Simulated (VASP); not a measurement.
A run of VASP 6.6.1:

Contents of INCAR:

```
ALGO     = Fast           # electronic algorithm
EDIFF    = 1E-7           # SCF threshold, eV
ENCUT    = 520            # plane-wave cutoff, eV
GGA      = PE             # functional
ISIF     = 2              # what is computed and relaxed
ISMEAR   = 0              # smearing method
LASPH    = T              # aspherical terms in the spheres
LCHARG   = F              # write CHGCAR
LREAL    = F              # projectors in reciprocal space
LWAVE    = F              # write WAVECAR
NBANDS   = 17             # bands
NELM     = 100            # most SCF steps
PREC     = Accurate       # precision mode
SIGMA    = 0.1            # smearing width, eV
```

Contents of KPOINTS:

```
k-points
0
Gamma
  6 6 6
```

File POSCAR:

```
Li2Sn
1.0
    0.0000000000      2.9024859162      2.9024859162
    2.9024859162      0.0000000000      2.9024859162
    2.9024859162      2.9024859162      0.0000000000
Li Sn
2 1
Direct
    0.2500000000      0.2500000000      0.2500000000
    0.7500000000      0.7500000000      0.7500000000
    0.0000000000      0.0000000000      0.0000000000
```

Potentials or basis: VASP PAW PBE potentials, release 64 (Li_sv, Sn_d).

Run with:

```bash
$ cat potpaw_PBE.64/Li_sv/POTCAR potpaw_PBE.64/Sn_d/POTCAR > POTCAR
$ mpirun -np 1 vasp_std > vasp.out
```

Hardware: 1 thread of AMD EPYC 9R45 96-Core Processor (Zen 5), on a shared host.

Estimate the wall time of this run.

Run time: 24 s on 1 thread of AMD EPYC 9R45 96-Core Processor (Zen 5), with other jobs on the host, peak memory 0.14 GiB. Counts: scf iterations 32, k points 16.
